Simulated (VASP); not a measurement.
Write the native input for VASP 6.6.1 that does the following.

- Task: single point
- Functional: LDA
- Potentials or basis: VASP PAW LDA potentials, release 64 (C)
- Cutoff: 520 eV
- k mesh: 24 × 24 × 1
- Occupations: fermi-dirac, width 0.01 eV
- Spin: no spin polarisation
- Dipole correction: yes
- Further INCAR settings: ALGO = Normal; EDIFF = 1e-06; NBANDS = 11; NELMDL = -8

The structure of C lies in POSCAR:

```
C
1.0
    2.4600000000      0.0000000000      0.0000000000
   -1.2300000000      2.1304224933      0.0000000000
    0.0000000000      0.0000000000     20.0000000000
C
2
Direct
    0.3333333333      0.6666666667      0.5000000000
    0.6666666667      0.3333333333      0.5000000000
```

The input as run:

INCAR

```
ALGO = Normal
DIPOL = 0.5 0.5 0.500
EDIFF = 1E-6
ENCUT = 520
GGA = CA
GGA_COMPAT = False
IDIPOL = 3
ISIF = 2
ISMEAR = -1
LASPH = True
LCHARG = False
LDIPOL = True
LREAL = False
LWAVE = False
NBANDS = 11
NELM = 120
NELMDL = -8
PREC = Accurate
SIGMA = 0.01
```

KPOINTS

```
k-points
0
Gamma
  24 24 1
```

Potentials or basis: VASP PAW LDA potentials, release 64 (C).

Command:

```sh
$ cat potpaw_LDA.64/C/POTCAR > POTCAR
$ mpirun -np 1 vasp_std > vasp.out
```

It gave:

The band gap on the k mesh is zero (filled and empty bands touch).

Run time: 2 min on 1 thread of Intel Xeon 8259CL, with other jobs on the host, peak memory 0.2 GiB.
